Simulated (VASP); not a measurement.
# SiNi (CsCl type): relaxation of cell and atoms with PBE

The system is SiNi (CsCl type).

```
Ni Si
1.0
     2.47039    0.00000    0.00000
     0.00000    2.47039    0.00000
     0.00000    0.00000    2.47039
Ni Si
1 1
Cartesian
  0.0000 0.0000 0.0000
  1.2352 1.2352 1.2352
```

```
Program                : VASP 6.6.1
Task                   : relaxation of cell and atoms
Functional             : PBE
Potentials or basis    : VASP PAW PBE potentials, release 64 (Ni, Si)
Cutoff                 : 600 eV
k mesh                 : 16 × 16 × 16
Occupations            : fermi-dirac, width 0.1 eV
Spin                   : no spin polarisation
Target pressure        : 190 GPa
Dipole correction      : no
Further INCAR settings : ALGO = Normal; EDIFF = 1e-06; IBRION = 2; EDIFFG = -0.005; NSW = 32; ISIF = 3
```

```
Relaxed volume                                             : 7.54 Å³/atom
Relaxed cell                                               : a = 2.471 Å, b = 2.471 Å, c = 2.471 Å, α = 90.00°, β = 90.00°, γ = 90.00°
Space group after relaxing (to 0.1 Å)                      : Pm-3m (No. 221)
Energy change on relaxing (the run minimises the enthalpy) : -1.7 meV/atom
Ionic steps                                                : 3
Pressure after relaxing                                    : 190.0 GPa
Band gap on the k mesh                                     : zero (bands 7 and 8 overlap by 3.87 eV)
```

The path:
```
step  energy change (eV)  largest force (eV/Å)  pressure (GPa)  volume (Å³)
   1              0.0000                0.0000          190.15        15.08
   2             -0.0188                0.0000          189.28        15.09
   3             -0.0033                0.0000          190.04        15.08
```

Final structure:
```xyz
2
Lattice="2.4705 0.0000 0.0000 0.0000 2.4705 0.0000 0.0000 0.0000 2.4705" Properties=species:S:1:pos:R:3 pbc="T T T"
Ni    0.0000    0.0000    0.0000
Si    1.2353    1.2353    1.2353
```

Levels at points of the mesh, in eV from the Fermi level:
```
           k point  band 4  band 5  band 6  band 7  band 8  band 9  band 10  band 11
(0.00, 0.00, 0.00)   -4.74   -4.74   -4.74    2.63    2.63    2.63     6.50     6.50
(0.50, 0.00, 0.00)   -6.37   -6.37   -4.52   -3.01    4.69    9.06     9.06     9.97
(0.50, 0.50, 0.00)   -8.24   -5.96   -5.96   -3.59    0.20    0.90    10.32    15.41
(0.50, 0.50, 0.50)   -3.52   -3.52   -1.25   -1.25   -1.25   -0.26     2.85     2.85
```

Run time: 48 s on 1 thread of Intel Xeon 8259CL (shared host), peak memory 0.16 GiB.

Caveat: the cell is relaxed towards a set pressure, so the run minimises the enthalpy, not the energy. Spin polarisation is off, so any magnetic state and its effect on volume and gap are missing.
